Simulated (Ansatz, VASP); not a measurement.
**Two plane-wave programs on SrCl2**

POSCAR

```
SrCl2
1.0
    0.0000000000      3.3515589154      3.3515589154
    3.3515589154      0.0000000000      3.3515589154
    3.3515589154      3.3515589154      0.0000000000
Sr Cl
1 2
Direct
    0.0000000000      0.0000000000      0.0000000000
    0.2500000000      0.2500000000      0.2500000000
    0.7500000000      0.7500000000      0.7500000000
```

File INCAR.step1:

```
PREC     = Accurate       # precision mode
ENCUT    = 520            # plane-wave cutoff, eV
ISMEAR   = 0              # smearing method
SIGMA    = 0.02           # smearing width, eV
LREAL    = False          # projectors in reciprocal space
LASPH    = True           # aspherical terms in the spheres
NELM     = 100            # most SCF steps
NBANDS   = 19             # bands
GGA      = PE             # functional
ALGO     = Normal         # electronic algorithm
EDIFF    = 1E-4           # SCF threshold, eV
LWAVE    = True           # write WAVECAR
LCHARG   = False          # write CHGCAR
```

Contents of INCAR.step2:

```
PREC     = Accurate       # precision mode
ENCUT    = 520            # plane-wave cutoff, eV
EDIFF    = 1E-6           # SCF threshold, eV
ISMEAR   = 0              # smearing method
SIGMA    = 0.02           # smearing width, eV
LREAL    = False          # projectors in reciprocal space
LASPH    = True           # aspherical terms in the spheres
NELM     = 100            # most SCF steps
ALGO     = Normal         # electronic algorithm
ISIF     = 2              # what is computed and relaxed
LWAVE    = False          # write WAVECAR
LCHARG   = False          # write CHGCAR
METAGGA  = R2SCAN         # meta-GGA
LMIXTAU  = True         
NBANDS   = 19             # bands
ISTART   = 1
```

Contents of KPOINTS:

```
Automatic mesh
0
Gamma
  6 6 6
```

Input for Ansatz:

```yaml
crystal:
  lattice:
    - [0.0, 3.3515589154, 3.3515589154]
    - [3.3515589154, 0.0, 3.3515589154]
    - [3.3515589154, 3.3515589154, 0.0]
  atoms:
    - { symbol: Sr, position: [0.0, 0.0, 0.0] }
    - { symbol: Cl, position: [0.25, 0.25, 0.25] }
    - { symbol: Cl, position: [0.75, 0.75, 0.75] }
basis:
  ecutwfc: 500
kpoints:
  mp_grid: { grid: [6, 6, 6] }
hamiltonian:
  xc: r2scan
scf:
  occupations: { method: gaussian, width: 0.02 }
output:
  forces: true
  stress: true
  eigenvalues: true
```

Alike in both runs: task single point; functional r2SCAN; k mesh 6 × 6 × 6; occupations gaussian, width 0.02 eV; no spin polarisation.

```csv
,VASP,Ansatz
version,VASP 6.6.1,Ansatz 0.2.0
potentials or method,"VASP PAW PBE potentials, release 64 (Sr_sv, Cl), cutoff 520 eV","scalar-relativistic, plane waves, PAW"
valence electrons in the cell,24,24
```

```tsv
	VASP	Ansatz	Ansatz less VASP
gap on the k mesh at the Fermi level (eV)	5.89	5.89	-0.002
least direct gap on the mesh (eV)	5.89	5.89	-0.002
pressure (GPa)	6.5	6.4	-0.11
```

VASP's potentials were made for PBE, not for r2SCAN.
